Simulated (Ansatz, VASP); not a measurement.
## One calculation of BePd, two programs

Contents of INCAR:

```
PREC = Accurate ; ENCUT = 520
EDIFF = 1E-7 ; ISMEAR = -1
SIGMA = 0.08 ; LREAL = F
LASPH = T ; NELM = 60
ALGO = Normal ; ISIF = 2
LWAVE = F ; LCHARG = F
GGA = CA ; NBANDS = 13
```

The input KPOINTS:

```
Automatic mesh
0
Gamma
  12 12 12
```

File POSCAR:

```
BePd
1.0
    2.8500174030      0.0000000000      0.0000000000
    0.0000000000      2.8500174030      0.0000000000
    0.0000000000      0.0000000000      2.8500174030
Be Pd
1 1
Direct
    0.0000000000      0.0000000000      0.0000000000
    0.5000000000      0.5000000000      0.5000000000
```

Input for Ansatz:

```yaml
crystal:
  lattice:
    - [2.850017403, 0.0, 0.0]
    - [0.0, 2.850017403, 0.0]
    - [0.0, 0.0, 2.850017403]
  atoms:
    - { symbol: Be, position: [0.0, 0.0, 0.0] }
    - { symbol: Pd, position: [0.5, 0.5, 0.5] }
kpoints:
  mp_grid: { grid: [12, 12, 12] }
  band_path:
    path:
      - [0.0, 0.0, 0.0]
      - [0.0, 0.5, 0.0]
      - [0.5, 0.5, 0.0]
      - [0.0, 0.0, 0.0]
      - [0.5, 0.5, 0.5]
      - [0.0, 0.5, 0.0]
      - [0.5, 0.5, 0.5]
      - [0.5, 0.5, 0.0]
    npoints: 5
scf:
  occupations: { method: fermi_dirac, width: 0.08 }
hamiltonian:
  xc: lda
  pseudopotentials: { kind: all_electron, lapw: { basis_error: 0.001 } }
output:
  forces: true
  stress: true
  eigenvalues: true
```

Change from the starting cell: volume scaled by 1.04.

Alike in both runs: task single point; functional LDA; k mesh 12 × 12 × 12; occupations fermi-dirac, width 0.08 eV; no spin polarisation.

|  | VASP | Ansatz |
| --- | --- | --- |
| version | VASP 6.6.1 | Ansatz 0.2.0 |
| potentials or method | VASP PAW LDA potentials, release 64 (Be, Pd), cutoff 520 eV | all-electron LAPW, scalar-relativistic |

|  | VASP | Ansatz | Ansatz less VASP |
| --- | --- | --- | --- |
| pressure (GPa) | -13.4 | -14.0 | -0.54 |

LDA's correlation is that of Perdew and Zunger in VASP and of Perdew and Wang (1992) in Ansatz. Ansatz ran all-electron here, and VASP with PAW potentials.
